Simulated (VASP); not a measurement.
## Zr: single point with BLYP

Crystal: Zr.

```
Zr
1.0
     4.89414    0.00000    0.00000
    -2.44707    4.23845    0.00000
     0.00000    0.00000    3.04504
Zr
3
Direct
  0.00000 0.00000 0.00000
  0.33333 0.66667 0.50000
  0.66667 0.33333 0.50000
```

This isn't the form of Zr at room conditions, which is hcp.

- Program: VASP 6.6.1
- Task: single point
- Functional: BLYP
- Potentials or basis: VASP PAW PBE potentials, release 64 (Zr_sv)
- Cutoff: 520 eV
- k mesh: 10 × 10 × 13
- Occupations: fermi-dirac, width 0.1 eV
- Spin: no spin polarisation
- Dipole correction: no
- Further INCAR settings: ALGO = Normal; EDIFF = 1e-07; NBANDS = 25

```
Pressure               : 14.6 GPa
Band gap on the k mesh : zero (bands 18 and 19 overlap by 0.66 eV)
```

Stress tensor (GPa, compression positive):
```
14.52  0.00  0.00
 0.00 14.52  0.00
 0.00  0.00 14.62
```

Levels at points of the mesh, in eV from the Fermi level:
```tsv
k point	band 15	band 16	band 17	band 18	band 19	band 20	band 21	band 22
(0.00, 0.00, 0.00)	-0.38	-0.38	-0.34	-0.34	-0.18	0.82	1.69	1.69
(0.50, 0.00, 0.00)	-2.91	-0.74	-0.72	-0.57	-0.05	0.74	1.16	2.22
```

Run time: 92 s on 1 thread of AMD EPYC 9R45 96-Core Processor (Zen 5), on a shared host, peak memory 0.22 GiB.

Caveat: the cell stands under pressure; the PAW data sets were made with another functional, which shifts forces and pressure a little.
